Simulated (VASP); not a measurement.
# WSe2 in VASP: a series of runs

Runs on WSe2. Level: PBE+D3(BJ). Tasks: single point.

Program: VASP 6.6.1. These are calculated values, not measurements. Logs are shortened: lines on timing, memory, paths and dates and some standing lists are left out, and cuts for length are marked.

### 1 The cell of the first run

The typed cell holds 6 atoms: a = 3.279 Å, b = 3.279 Å, c = 12.788 Å, α = 90.00°, β = 90.00°, γ = 120.00°.

### 2 Single point, PBE+D3(BJ)

File INCAR:

```
PREC     = Accurate       # precision mode
ENCUT    = 520            # plane-wave cutoff, eV
EDIFF    = 1E-6           # SCF threshold, eV
ISMEAR   = 0              # smearing method
SIGMA    = 0.05           # smearing width, eV
LREAL    = False          # projectors in reciprocal space
LASPH    = True           # aspherical terms in the spheres
NELM     = 100            # most SCF steps
ALGO     = Normal         # electronic algorithm
ISIF     = 2              # what is computed and relaxed
LWAVE    = False          # write WAVECAR
LCHARG   = True           # write CHGCAR
GGA      = PE             # functional
IVDW     = 12             # dispersion correction
LELF     = True           # ELF
LVHAR    = True         
NBANDS   = 35             # bands
```

File KPOINTS:

```
regular mesh
0
Gamma
  12 12 2
```

File POSCAR:

```
WSe2
1.0
    3.2791854394      0.0000000000      0.0000000000
   -1.6395927197      2.8398578942      0.0000000000
    0.0000000000      0.0000000000     12.7881288370
W Se
2 4
Direct
    0.6666666667      0.3333333333      0.2499618226
    0.3333333333      0.6666666667      0.7500381774
    0.3333333333      0.6666666667      0.3816640774
    0.6666666667      0.3333333333      0.8817396248
    0.3333333333      0.6666666667      0.1182603752
    0.6666666667      0.3333333333      0.6183359226
```

Potentials or basis: VASP PAW PBE potentials, release 64 (W_sv, Se).

On the command line:

```console
cat potpaw_PBE.64/W_sv/POTCAR potpaw_PBE.64/Se/POTCAR > POTCAR
mpirun -np 1 vasp_std > vasp.out
```

OUTCAR:

```text
PREC = Accurate
   ENCUT = 520
   EDIFF = 1E-6
   ISMEAR = 0
   LREAL = False
   LASPH = True
   NELM = 100
   ISIF = 2
   GGA = PE
   IVDW = 12
 IVDW          = 12

 ion  position               nearest neighbor table
   1  0.667  0.333  0.250-   5 2.53   5 2.53   5 2.53   3 2.53   3 2.53   3 2.53
   2  0.333  0.667  0.750-   4 2.53   4 2.53   4 2.53   6 2.53   6 2.53   6 2.53
   3  0.333  0.667  0.382-   1 2.53   1 2.53   1 2.53
   4  0.667  0.333  0.882-   2 2.53   2 2.53   2 2.53
   5  0.333  0.667  0.118-   1 2.53   1 2.53   1 2.53
   6  0.667  0.333  0.618-   2 2.53   2 2.53   2 2.53

  LATTYP: Found a hexagonal cell.
 ALAT       =     3.2791854394
 C/A-ratio  =     3.8997882472

  Lattice vectors:

 A1 = (   3.2791854394,   0.0000000000,   0.0000000000)
 A2 = (  -1.6395927197,   2.8398578942,   0.0000000000)
 A3 = (   0.0000000000,   0.0000000000,  12.7881288370)

Analysis of symmetry for initial positions (statically):
=====================================================================
 Subroutine PRICEL returns:
 Original cell was already a primitive cell.

 Routine SETGRP: Setting up the symmetry group for a
 hexagonal supercell.

 Subroutine GETGRP returns: Found 12 space group operations
 (whereof 12 operations were pure point group operations)
 out of a pool of 24 trial point group operations.

The static configuration has the point symmetry D_3d.

Analysis of symmetry for dynamics (positions and initial velocities):
=====================================================================
 Subroutine PRICEL returns:
 Original cell was already a primitive cell.

 Routine SETGRP: Setting up the symmetry group for a
 hexagonal supercell.

 Subroutine GETGRP returns: Found 12 space group operations
 (whereof 12 operations were pure point group operations)
 out of a pool of 24 trial point group operations.

The dynamic configuration has the point symmetry D_3d.

 Subroutine INISYM returns: Found 12 space group operations
 (whereof 12 operations are pure point group operations),
 and found     1 'primitive' translations

----------------------------------------------------------------------------------------

                                     Primitive cell

  volume of cell :     119.0884

  direct lattice vectors                    reciprocal lattice vectors
     3.279185439  0.000000000  0.000000000     0.304953782  0.176065148  0.000000000
    -1.639592720  2.839857894  0.000000000     0.000000000  0.352130296  0.000000000
     0.000000000  0.000000000 12.788128837     0.000000000  0.000000000  0.078197523

  length of vectors
     3.279185439  3.279185439 12.788128837     0.352130296  0.352130296  0.078197523

  position of ions in fractional coordinates (direct lattice)
     0.666666667  0.333333333  0.249961823
     0.333333333  0.666666667  0.750038177
     0.333333333  0.666666667  0.381664077
     0.666666667  0.333333333  0.881739625
     0.333333333  0.666666667  0.118260375
     0.666666667  0.333333333  0.618335923

  ion indices of the primitive-cell ions
   primitive index   ion index
                 1           1
                 2           2
                 3           3
                 4           4
                 5           5
                 6           6

----------------------------------------------------------------------------------------

 KPOINTS: regular mesh

Automatic generation of k-mesh.
 Grid dimensions read from file:
 generate k-points for:   12   12    2

 Generating k-lattice:

  Cartesian coordinates                     Fractional coordinates (reciprocal lattice)
     0.025412815  0.014672096  0.000000000     0.083333333  0.000000000  0.000000000
     0.000000000  0.029344191  0.000000000     0.000000000  0.083333333  0.000000000
     0.000000000  0.000000000  0.039098762     0.000000000  0.000000000  0.500000000

  Length of vectors
     0.029344191  0.029344191  0.039098762

  Shift w.r.t. Gamma in fractional coordinates (k-lattice)
     0.000000000  0.000000000  0.000000000

 Subroutine IBZKPT returns following result:
 ===========================================

 Found     38 irreducible k-points:

 Following reciprocal coordinates:
            Coordinates               Weight
  0.000000  0.000000  0.000000      1.000000
  0.083333  0.000000  0.000000      6.000000
  0.166667  0.000000  0.000000      6.000000
  0.250000  0.000000  0.000000      6.000000
  0.333333  0.000000  0.000000      6.000000
  0.416667  0.000000  0.000000      6.000000
[... 16 lines left out ...]
  0.250000  0.000000  0.500000      6.000000
  0.333333  0.000000  0.500000      6.000000
 [... further k-points ...]
   k-points           NKPTS =     38   k-points in BZ     NKDIM =     38   number of bands    NBANDS=     35
   number of dos      NEDOS =    301   number of ions     NIONS =      6
   total plane-waves  NPLWV =  55296
   dimension x,y,z NGX =    24 NGY =   24 NGZ =   96
   dimension x,y,z NGXF=    48 NGYF=   48 NGZF=  192
   ions per type =               2   4
   NGX,Y,Z   is equivalent  to a cutoff of  12.17, 12.17, 12.48 a.u.
   NGXF,Y,Z  is equivalent  to a cutoff of  24.33, 24.33, 24.96 a.u.
 SYSTEM =  unknown system
   PREC   = accura    normal or accurate (medium, high low for compatibility)
   ISTART =      0    job   : 0-new  1-cont  2-samecut
   ICHARG =      2    charge: 1-file 2-atom 10-const
   ISPIN  =      1    spin polarized calculation?
   LNONCOLLINEAR =      F non collinear calculations
   LSORBIT =      F    spin-orbit coupling
   LASPH  =      T    aspherical Exc in radial PAW
   ENCUT  =  520.0 eV  38.22 Ry    6.18 a.u.   6.10  6.10 23.78*2*pi/ulx,y,z
   NELM   =    100;   NELMIN=  2; NELMDL= -5     # of ELM steps
   EDIFF  = 0.1E-05   stopping-criterion for ELM
   LREAL  =      F    real-space projection
   EDIFFG = 0.1E-04   stopping-criterion for IOM
   NSW    =      0    number of steps for IOM
   IBRION =     -1    ionic relax: 0-MD 1-quasi-New 2-CG
   NFREE  =      0    steps in history (QN), initial steepest desc. (CG)
   ISIF   =      2    stress and relaxation
   ISYM   =      2    0-nonsym 1-usesym 2-fastsym
   POTIM  = 0.5000    time-step for ionic-motion
   TEBEG  =    0.0;   TEEND  =   0.0 temperature during run
   PSTRESS=    0.0 pullay stress
   NELECT =      52.0000    total number of electrons
   NUPDOWN=      -1.0000    fix difference up-down
   EMIN   =  10.00;   EMAX   =-10.00  energy-range for DOS
   EFERMI =   0.00;   METHOD = LEGACY
   ISMEAR =     0;   SIGMA  =   0.05  broadening in eV -4-tet -1-fermi 0-gaus
   EFERMI_NEDOS =   21; number of points for ismear=-14 and -15
   IALGO  =     38    algorithm
   IMIX   =      4    mixing-type and parameters
     AMIX     =   0.40;   BMIX     =  1.00
     AMIX_MAG =   1.60;   BMIX_MAG =  1.00
  volume/ion in A,a.u.               =      19.85       133.94
  Fermi-wavevector in a.u.,A,eV,Ry     =   1.241994  2.347028 20.987647  1.542549
  Thomas-Fermi vector in A             =   2.376367
   LORBIT       =      0    0 simple, 1 ext, 2 COOP (PROOUT), +10 PAW based schemes
   GGA     = PE    functional components
   LHFCALC =     F    Hartree Fock is set to
   AEXX    =    0.0000 exact exchange contribution
   IVDW    =    12    specifies the selected vdW correction
   LEPSILON=     F    determine dielectric tensor
   LRPA    =     F    only Hartree local field effects (RPA)
 non-spin polarized calculation
 Gauss-broadening in eV      SIGMA  =   0.05
  energy-cutoff  :      520.00
  volume of cell :      119.09
 maximum number of plane-waves:      3248
   NGX = 13   NGY = 13   NGZ = 47

 number of electron      51.9999988 magnetization

 Free energy of the ion-electron system (eV)
  ---------------------------------------------------
  ext. energy  EPLUGINS =         0.00000000
  ---------------------------------------------------
  free energy    TOTEN  =       -43.07797715 eV

  energy without entropy =      -43.07797715  energy(sigma->0) =      -43.07797715

 E-fermi :   6.7616     XC(G=0): -10.8971

 val. band max:        6.5242169389   @ k =   0.0000   0.0000   0.0000
 cond. band min:       7.4143524740   @ k =   0.1667   0.1667   0.0000
 fundamental gap:      0.8901355350
 Fermi energy:         6.7616471927

 k-point     1 :       0.0000    0.0000    0.0000
  band No.  band energies     occupation
      1     -67.8195      2.00000
      2     -67.8195      2.00000
      3     -32.0701      2.00000
      4     -32.0701      2.00000
      5     -31.9333      2.00000
      6     -31.9333      2.00000
[... 27 lines left out ...]
     34       9.4652      0.00000
     35      11.0773      0.00000

 k-point     2 :       0.0833    0.0000    0.0000
  band No.  band energies     occupation
      1     -67.8188      2.00000
      2     -67.8188      2.00000
      3     -32.0671      2.00000
      4     -32.0670      2.00000
      5     -31.9496      2.00000
      6     -31.9496      2.00000
[... 27 lines left out ...]
     34       9.4256      0.00000
     35      11.6982      0.00000

 k-point     3 :       0.1667    0.0000    0.0000
  band No.  band energies     occupation
      1     -67.8169      2.00000
      2     -67.8168      2.00000
      3     -32.0586      2.00000
      4     -32.0586      2.00000
      5     -31.9939      2.00000
      6     -31.9939      2.00000
[... 27 lines left out ...]
     34       9.8871      0.00000
     35      12.6193      0.00000
[... 723 lines left out ...]
 k-point    23 :       0.2500    0.0000    0.5000
  band No.  band energies     occupation
      1     -67.8142      2.00000
      2     -67.8142      2.00000
      3     -32.0538      2.00000
      4     -32.0538      2.00000
      5     -32.0470      2.00000
      6     -32.0470      2.00000
[... 27 lines left out ...]
     34      10.1770      0.00000
     35      12.8403      0.00000

 k-point    24 :       0.3333    0.0000    0.5000
  band No.  band energies     occupation
      1     -67.8115      2.00000
      2     -67.8115      2.00000
      3     -32.1131      2.00000
      4     -32.1131      2.00000
      5     -32.0354      2.00000
      6     -32.0354      2.00000
[... 27 lines left out ...]
     34      10.4332      0.00000
     35      12.0509      0.00000

 [... further k-points ...]

------------------------ aborting loop because EDIFF is reached ----------------------------------------

 Edisp (eV)   -2.85267

 E8    (eV) :    -1.2724

  FORCE on cell =-STRESS in cart. coord.  units (eV):
  Direction    XX          YY          ZZ          XY          YZ          ZX
  --------------------------------------------------------------------------------------
  -------------------------------------------------------------------------------------
  Total       0.20174     0.20174     0.30318    -0.00000    -0.00000     0.00000
  in kB       2.71419     2.71419     4.07883    -0.00000    -0.00000     0.00000
  external pressure =        3.17 kB  Pullay stress =        0.00 kB

 VOLUME and BASIS-vectors are now :
 -----------------------------------------------------------------------------
  energy-cutoff  :      520.00
  volume of cell :      119.09
      direct lattice vectors                 reciprocal lattice vectors
     3.279185439  0.000000000  0.000000000     0.304953782  0.176065148  0.000000000
    -1.639592720  2.839857894  0.000000000     0.000000000  0.352130296  0.000000000
     0.000000000  0.000000000 12.788128837     0.000000000  0.000000000  0.078197523

 POSITION                                       TOTAL-FORCE (eV/Angst)
 -----------------------------------------------------------------------------------
      1.63959      0.94662      3.19654         0.000000     -0.000000      0.000387
     -0.00000      1.89324      9.59158        -0.000000      0.000000     -0.000387
     -0.00000      1.89324      4.88077        -0.000000     -0.000000      0.049036
      1.63959      0.94662     11.27580        -0.000000      0.000000      0.048198
     -0.00000      1.89324      1.51233         0.000000     -0.000000     -0.048198
      1.63959      0.94662      7.90736        -0.000000      0.000000     -0.049036
 -----------------------------------------------------------------------------------
    total drift:                               -0.000000      0.000000      0.000000

  FREE ENERGIE OF THE ION-ELECTRON SYSTEM (eV)
  ---------------------------------------------------
  free  energy   TOTEN  =       -45.9306435148 eV

  energy  without entropy=      -45.9306435148  energy(sigma->0) =      -45.93064351
```

It took 3.1 min on 1 thread of AMD EPYC 7R43 (Zen 3), shared host; peak memory 0.27 GiB.

Results:

```
Free energy                : -45.9306 eV
Pressure                   : 0.3 GPa
Largest force              : 0.049 eV/Å
Band gap on the k mesh     : 0.89 eV (least direct gap 1.56 eV)
Dispersion energy per atom : -0.475 eV
```

Forces in eV/Å, atoms in the order of the input:
```
W    0.000  0.000  0.000
W    0.000  0.000  0.000
Se   0.000  0.000  0.049
Se   0.000  0.000  0.048
Se   0.000  0.000 -0.048
Se   0.000  0.000 -0.049
```

Stress tensor (GPa, compression positive):
```
0.27 0.00 0.00
0.00 0.27 0.00
0.00 0.00 0.41
```

Levels at points of the mesh, in eV from the valence-band top:
| k point | band 24 | band 25 | band 26 | band 27 | band 28 | band 29 |
| --- | --- | --- | --- | --- | --- | --- |
| (0.00, 0.00, 0.00) | -1.20 | -0.96 | 0.00 | 2.63 | 2.63 | 2.68 |
| (0.50, 0.00, 0.00) | -1.38 | -1.31 | -1.06 | 2.15 | 2.20 | 2.27 |
| (0.00, 0.00, 0.50) | -1.50 | -0.21 | -0.20 | 2.63 | 2.63 | 2.63 |
| (0.50, 0.00, 0.50) | -1.37 | -1.22 | -1.22 | 2.17 | 2.17 | 2.52 |

Caveat: spin-orbit coupling is left out, which moves the levels of the heavy elements.

### 3 Single point, PBE+D3(BJ)

File INCAR:

```
SYSTEM = WSe2
PREC = Accurate
ENCUT = 520
EDIFF = 1E-6
ISMEAR = 0
SIGMA = 0.02
LREAL = .FALSE.
LASPH = .TRUE.
NELM = 100
ALGO = Normal
ISIF = 2
LWAVE = .FALSE.
LCHARG = .TRUE.
GGA = PE
IVDW = 12
LELF = .TRUE.
LVHAR = .TRUE.
NBANDS = 35
```

File KPOINTS:

```
Automatic mesh
0
G
  12 12 2
  0 0 0
```

File POSCAR:

```
WSe2
1.0
    3.2790405345      0.0000000000      0.0000000000
   -1.6395202673      2.8397324030      0.0000000000
    0.0000000000      0.0000000000     12.7928277828
W Se
2 4
Direct
    0.6666666667      0.3333333333      0.2500161501
    0.3333333333      0.6666666667      0.7499838499
    0.3333333333      0.6666666667      0.3816760043
    0.6666666667      0.3333333333      0.8816432762
    0.3333333333      0.6666666667      0.1183567238
    0.6666666667      0.3333333333      0.6183239957
```

Potentials or basis: VASP PAW PBE potentials, release 64 (W_sv, Se).

On the command line:

```console
cat potpaw_PBE.64/W_sv/POTCAR potpaw_PBE.64/Se/POTCAR > POTCAR
mpirun -np 1 vasp_std > vasp.out
```

OUTCAR:

```text
SYSTEM = WSe2
   PREC = Accurate
   ENCUT = 520
   EDIFF = 1E-6
   ISMEAR = 0
   LREAL = .FALSE.
   LASPH = .TRUE.
   NELM = 100
   ISIF = 2
   GGA = PE
   IVDW = 12
 IVDW          = 12

 ion  position               nearest neighbor table
   1  0.667  0.333  0.250-   5 2.53   5 2.53   5 2.53   3 2.53   3 2.53   3 2.53
   2  0.333  0.667  0.750-   4 2.53   4 2.53   4 2.53   6 2.53   6 2.53   6 2.53
   3  0.333  0.667  0.382-   1 2.53   1 2.53   1 2.53
   4  0.667  0.333  0.882-   2 2.53   2 2.53   2 2.53
   5  0.333  0.667  0.118-   1 2.53   1 2.53   1 2.53
   6  0.667  0.333  0.618-   2 2.53   2 2.53   2 2.53

  LATTYP: Found a hexagonal cell.
 ALAT       =     3.2790405345
 C/A-ratio  =     3.9013936083

  Lattice vectors:

 A1 = (   3.2790405345,   0.0000000000,   0.0000000000)
 A2 = (  -1.6395202673,   2.8397324030,   0.0000000000)
 A3 = (   0.0000000000,   0.0000000000,  12.7928277828)

Analysis of symmetry for initial positions (statically):
=====================================================================
 Subroutine PRICEL returns:
 Original cell was already a primitive cell.

 Routine SETGRP: Setting up the symmetry group for a
 hexagonal supercell.

 Subroutine GETGRP returns: Found 12 space group operations
[... 179 lines left out ...]

 k-point     1 :       0.0000    0.0000    0.0000
  band No.  band energies     occupation
      1     -67.8227      2.00000
      2     -67.8226      2.00000
      3     -32.0734      2.00000
      4     -32.0734      2.00000
      5     -31.9364      2.00000
      6     -31.9364      2.00000
[... 901 lines left out ...]
     34      10.4300      0.00000
     35      12.0487      0.00000

 [... further k-points ...]

------------------------ aborting loop because EDIFF is reached ----------------------------------------

 Edisp (eV)   -2.85181

 E8    (eV) :    -1.2720

  FORCE on cell =-STRESS in cart. coord.  units (eV):
  Direction    XX          YY          ZZ          XY          YZ          ZX
  --------------------------------------------------------------------------------------
  -------------------------------------------------------------------------------------
  Total       0.20795     0.20795     0.29020    -0.00000     0.00000    -0.00000
  in kB       2.79691     2.79691     3.90313    -0.00000     0.00000    -0.00000
  external pressure =        3.17 kB  Pullay stress =        0.00 kB

 VOLUME and BASIS-vectors are now :
 -----------------------------------------------------------------------------
  energy-cutoff  :      520.00
  volume of cell :      119.12
      direct lattice vectors                 reciprocal lattice vectors
     3.279040534  0.000000000  0.000000000     0.304967258  0.176072928  0.000000000
    -1.639520267  2.839732403  0.000000000     0.000000000  0.352145857  0.000000000
     0.000000000  0.000000000 12.792827783     0.000000000  0.000000000  0.078168800

 POSITION                                       TOTAL-FORCE (eV/Angst)
 -----------------------------------------------------------------------------------
      1.63952      0.94658      3.19841         0.000000     -0.000000     -0.000024
     -0.00000      1.89315      9.59441        -0.000000      0.000000      0.000024
     -0.00000      1.89315      4.88272        -0.000000      0.000000      0.049154
      1.63952      0.94658     11.27871         0.000000      0.000000      0.049655
     -0.00000      1.89315      1.51412         0.000000     -0.000000     -0.049655
      1.63952      0.94658      7.91011         0.000000     -0.000000     -0.049154
 -----------------------------------------------------------------------------------
    total drift:                               -0.000000      0.000000      0.000000

  FREE ENERGIE OF THE ION-ELECTRON SYSTEM (eV)
  ---------------------------------------------------
  free  energy   TOTEN  =       -45.9306385069 eV

  energy  without entropy=      -45.9306385069  energy(sigma->0) =      -45.93063851
```

stdout:

```text
POSCAR found type information on POSCAR W Se
 POSCAR found :  2 types and       6 ions
 scaLAPACK will be used
 LDA part: xc-table for (Slater+PW92), standard interpolation
 POSCAR, INCAR and KPOINTS ok, starting setup
 FFT: planning ... GRIDC
 FFT: planning ... GRID_SOFT
 FFT: planning ... GRID
 WAVECAR not read
 entering main loop
```

Run time: 3.2 min. Hardware: 1 thread of Intel Xeon 8259CL, shared host; peak memory 0.31 GiB.

Results:

* Free energy: -45.9306 eV
* Pressure: 0.3 GPa
* Largest force: 0.050 eV/Å
* Band gap on the k mesh: 0.89 eV (least direct gap 1.56 eV)
* Dispersion energy per atom: -0.475 eV

Forces on the atoms (eV/Å):
```
W    0.000  0.000  0.000
W    0.000  0.000  0.000
Se   0.000  0.000  0.049
Se   0.000  0.000  0.050
Se   0.000  0.000 -0.050
Se   0.000  0.000 -0.049
```

Caveat: spin-orbit coupling is left out, which moves the levels of the heavy elements. A k mesh can miss the band edges.
